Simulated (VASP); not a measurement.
**W: single point with r2SCAN+rVV10**

Crystal: W.

```
W
1.0
    -1.55004    1.55004    1.55004
     1.55004   -1.55004    1.55004
     1.55004    1.55004   -1.55004
W
1
Direct
  0.00000 0.00000 0.00000
```

* Program: VASP 6.6.1
* Task: single point
* Functional: r2SCAN
* Dispersion: rVV10
* Potentials or basis: VASP PAW PBE potentials, release 64 (W_sv)
* Cutoff: 520 eV
* k mesh: 12 × 12 × 12
* Occupations: fermi-dirac, width 0.05 eV
* Spin: no spin polarisation

| Item | Value |
| --- | --- |
| Pressure | 24.1 GPa |
| Band gap on the k mesh | zero (band 7 reaches 18.03 eV, above the bottom of band 8 at 10.81 eV) |

Levels at points of the mesh, in eV from the Fermi level:
| k point | band 5 | band 6 | band 7 | band 8 | band 9 | band 10 |
| --- | --- | --- | --- | --- | --- | --- |
| (0.00, 0.00, 0.00) | -10.40 | -1.30 | -1.30 | -1.30 | 2.79 | 2.79 |
| (0.50, 0.00, 0.00) | -6.92 | -3.99 | 0.86 | 2.68 | 3.81 | 7.03 |
| (0.50, 0.50, 0.50) | -6.49 | -6.49 | 5.91 | 5.91 | 5.91 | 9.17 |

It took 52 s on 1 thread of Intel Xeon 6975P-C, with other jobs on the host, peak memory 0.19 GiB.

Caveat: the PAW data sets were made with another functional, which shifts forces and pressure a little; spin-orbit coupling is left out, which moves the levels of the heavy elements.
